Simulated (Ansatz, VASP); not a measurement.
**AlV2N3: VASP beside Ansatz**

```
CELL_PARAMETERS angstrom
2.92993 0.00000 0.00000
-1.46496 2.53739 0.00000
0.00000 0.00000 7.03978
ATOMIC_POSITIONS crystal
Al 0.00000 0.00000 0.50000
V 0.66667 0.33333 0.85237
V 0.33333 0.66667 0.14763
N 0.33333 0.66667 0.66200
N 0.66667 0.33333 0.33800
N 0.00000 0.00000 0.00000
```

Alike in both runs: functional PBE; k mesh 6 × 6 × 2; occupations gaussian, width 0.1 eV; collinear spin.

Ansatz relaxed the structure, and its values are those at the end. VASP's run is a single point on that final structure, the one shown.

|  | VASP | Ansatz |
| --- | --- | --- |
| version | VASP 6.6.1 | Ansatz 0.2.0 |
| potentials or method | VASP PAW PBE potentials, release 64 (Al, V_sv, N), cutoff 520 eV | scalar-relativistic, plane waves, PAW |
| valence electrons in the cell | 44 | 44 |

VASP gave:

| Property | Result |
| --- | --- |
| gap on the k mesh at the Fermi level (eV) | none |
| pressure (GPa) | 0.6 |
| rms of the force components (eV/Å) | 0.024 |
| net moment per atom (μB) | 0.00 |

Problem. Which values does Ansatz return?

Solution. gap on the k mesh at the Fermi level (eV): none; pressure (GPa): 0.0; rms of the force components (eV/Å): 0.006; net moment per atom (μB): 0.00.

A gap of «none» marks a metal or a gap that the smearing closes. Ansatz's warnings: seeded moment not kept.

The k mesh is coarse, so the values compare programs but aren't converged.
